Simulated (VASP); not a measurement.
A run of VASP 6.6.1 is set up as follows.

Contents of INCAR:

```
  PREC = Accurate
  ENCUT = 520
  EDIFF = 1E-6
  ISMEAR = 0
  SIGMA = 0.2
  LREAL = F
  LASPH = T
  NELM = 100
  ALGO = Fast
  ISIF = 2
  LWAVE = F
  LCHARG = F
  GGA = PE
  NBANDS = 34
```

Contents of KPOINTS:

```
Automatic mesh
0
Gamma
  4 4 3
```

Contents of POSCAR:

```
Ca3Y2
1.0
    4.7584608371      0.0000000000      0.0000000000
    0.0000000000      4.7584608371      0.0000000000
    0.0000000000      0.0000000000      8.5861292954
Ca Y
3 2
Direct
    0.5000000000      0.0000000000      0.8412259779
    0.0000000000      0.5000000000      0.8412259779
    0.0000000000      0.0000000000      0.3412227173
    0.5000000000      0.5000000000      0.5287689619
    0.5000000000      0.5000000000      0.1536826451
```

Potentials or basis: VASP PAW PBE potentials, release 64 (Ca_sv, Y_sv).

The run is started by

```bash
$ cat potpaw_PBE.64/Ca_sv/POTCAR potpaw_PBE.64/Y_sv/POTCAR > POTCAR
$ mpirun -np 1 vasp_std > vasp.out
```

Question: What does it give for the band gap on the k mesh?

Answer: Zero (bands 26 and 27 overlap by 1.01 eV).

Question: Predict the largest force.

Answer: 0.028 eV/Å.

Question: Estimate the pressure.

Answer: 0.3 GPa.

Stress tensor (GPa, compression positive):
```
0.07 0.00 0.00
0.00 0.07 0.00
0.00 0.00 0.68
```
